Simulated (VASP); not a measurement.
**WC (km): single point with PBEsol**

The system is WC (km).

```xyz
2
Lattice="2.8986 0.0000 0.0000 -1.4493 2.5102 0.0000 0.0000 0.0000 2.8280" Properties=species:S:1:pos:R:3 pbc="T T T"
W     0.0000    0.0000    0.0000
C     1.4493    0.8367    1.4140
```

```
Program             : VASP 6.6.1
Task                : single point
Functional          : PBEsol
Potentials or basis : VASP PAW PBE potentials, release 64 (W_sv, C)
Cutoff              : 600 eV
k mesh              : 6 × 6 × 6
Occupations         : gaussian, width 0.1 eV
Spin                : no spin polarisation
```

```
Pressure               : 1.1 GPa
Band gap on the k mesh : zero (band 9 reaches 11.65 eV, above the bottom of band 10 at 10.45 eV)
```

Stress tensor (GPa, compression positive):
```
 1.85  0.00  0.00
 0.00  1.85  0.00
 0.00  0.00 -0.38
```

Levels at points of the mesh, in eV from the Fermi level:
| k point | band 7 | band 8 | band 9 | band 10 | band 11 | band 12 |
| --- | --- | --- | --- | --- | --- | --- |
| (0.00, 0.00, 0.00) | -3.62 | -3.62 | -0.13 | 3.01 | 3.01 | 5.45 |
| (0.50, 0.00, 0.00) | -3.90 | -3.88 | -0.69 | 2.10 | 4.33 | 4.71 |
| (0.00, 0.00, 0.50) | -2.28 | -2.28 | -0.86 | -0.86 | 3.48 | 4.30 |
| (0.50, 0.00, 0.50) | -4.61 | -4.45 | 0.06 | 4.24 | 5.13 | 6.49 |

Wall time 5.4 s on 1 thread of Intel(R) Xeon(R) Platinum 8488C (Sapphire Rapids), with other jobs on the host, peak memory 0.14 GiB.

Caveat: the k points lie up to 0.42 Å⁻¹ apart; the PAW data sets were made with another functional, which shifts forces and pressure a little; spin-orbit coupling is left out, which moves the levels of the heavy elements.
